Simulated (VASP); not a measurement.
A run of VASP 6.6.1:

INCAR

```
SYSTEM = Ag
PREC     = Accurate       ! precision mode
ENCUT    = 520            ! plane-wave cutoff, eV
EDIFF    = 1E-6           ! SCF threshold, eV
ISMEAR   = -1             ! smearing method
SIGMA    = 0.05           ! smearing width, eV
LREAL    = .FALSE.        ! projectors in reciprocal space
LASPH    = .TRUE.         ! aspherical terms in the spheres
NELM     = 60             ! most SCF steps
ALGO     = Normal         ! electronic algorithm
ISIF     = 2              ! what is computed and relaxed
LWAVE    = .FALSE.        ! write WAVECAR
LCHARG   = .FALSE.        ! write CHGCAR
NBANDS   = 18             ! bands
```

Contents of KPOINTS:

```
regular mesh
0
G
  14 14 8
  0 0 0
```

Contents of POSCAR:

```
Ag
1.0
    2.9299980804      0.0292999808      0.0292999808
   -1.4396245125      2.5228027803      0.0107245373
    0.0479000000      0.0479000000      4.7900000000
Ag
2
Direct
    0.3333333333      0.6666666667      0.2500000000
    0.6666666667      0.3333333333      0.7500000000
```

Potentials or basis: VASP PAW LDA potentials, release 64 (Ag).

The run is started by

```bash
$ cat potpaw_LDA.64/Ag/POTCAR > POTCAR
$ mpirun -np 1 vasp_std > vasp.out
```

Hardware: 1 thread of Intel(R) Xeon(R) Platinum 8488C (Sapphire Rapids), with other jobs on the host.

Problem. Estimate the wall time of this run.

Solution. Run time: 2.3 min on 1 thread of Intel(R) Xeon(R) Platinum 8488C (Sapphire Rapids), on a shared host, peak memory 0.48 GiB. Counts: scf iterations 10, k points 788.
